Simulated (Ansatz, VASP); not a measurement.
**TaN in VASP and in Ansatz**

```
Ta N
1.0
     0.00000    2.17384    2.17384
     2.17384    0.00000    2.17384
     2.17384    2.17384    0.00000
Ta N
1 1
Direct
  0.49783 0.50217 0.50217
  0.02806 0.97194 0.97194
```

Change from the starting cell: mode 4 frozen in at -0.122 Å and mode 6 at +0.000 Å (largest displacements).

Alike in both runs: task single point; functional LDA; k mesh 18 × 18 × 18; occupations gaussian, width 0.15 eV; no spin polarisation.

|  | VASP | Ansatz |
| --- | --- | --- |
| version | VASP 6.6.1 | Ansatz 0.2.0 |
| potentials or method | VASP PAW LDA potentials, release 64 (Ta_sv_GW, N), cutoff 600 eV | scalar-relativistic, plane waves, PAW |
| valence electrons in the cell | 18 | 18 |

```csv
,VASP,Ansatz,Ansatz less VASP
gap on the k mesh at the Fermi level (eV),none,none,-
pressure (GPa),4.6,3.2,-1.44
"traceless stress, the component that is largest in VASP (GPa)",6.37,6.30,-0.070
rms of the force components (eV/Å),0.766,0.754,-0.0118
```

Ansatz warns that its potentials were made for another functional, while VASP's fit it. LDA's correlation is that of Perdew and Zunger in VASP and of Perdew and Wang (1992) in Ansatz. Atom by atom the forces differ by 0.012 eV/Å (rms over components). A gap of «none» marks a metal or a gap that the smearing closes.

Neither program's run includes spin-orbit coupling.
